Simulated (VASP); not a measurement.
# ZnS: single point with PBE

Crystal: ZnS.

```
Zn S
1.0
     3.55018    0.00000    0.00000
    -1.77509    3.07455    0.00000
     0.00000    0.00000    5.79326
Zn S
2 2
Direct
  0.00000 0.00000 0.00000
  0.00000 0.00000 0.50000
  0.33333 0.66667 0.25000
  0.66667 0.33333 0.75000
```

This cell differs from its parent crystal: volume changed by -6%.

| Quantity | Value |
| --- | --- |
| Program | VASP 6.6.1 |
| Task | single point |
| Functional | PBE |
| Potentials or basis | VASP PAW PBE potentials, release 64 (Zn, S) |
| Cutoff | 520 eV |
| k mesh | 6 × 6 × 4 |
| Occupations | gaussian, width 0.01 eV |
| Spin | no spin polarisation |

```
Pressure               : 6.4 GPa
Band gap on the k mesh : 0.37 eV, indirect (least direct gap 1.95 eV)
```

Stress tensor (GPa, compression positive):
```
6.29 0.00 0.00
0.00 6.29 0.00
0.00 0.00 6.56
```

Levels at points of the mesh, in eV from the valence-band top:
```tsv
k point	band 16	band 17	band 18	band 19	band 20	band 21
(0.00, 0.00, 0.00)	-0.63	-0.11	-0.11	1.83	3.64	6.60
(0.50, 0.00, 0.00)	-2.72	-2.11	-0.10	2.66	3.43	4.06
(0.00, 0.00, 0.50)	-0.39	-0.39	-0.39	3.84	3.84	6.79
(0.50, 0.00, 0.50)	-1.59	-1.59	-1.59	2.13	2.13	5.45
```

Run time: 58 s on 1 thread of Intel Xeon 8259CL, with other jobs on the host, peak memory 0.19 GiB.

 A k mesh can miss the band edges.
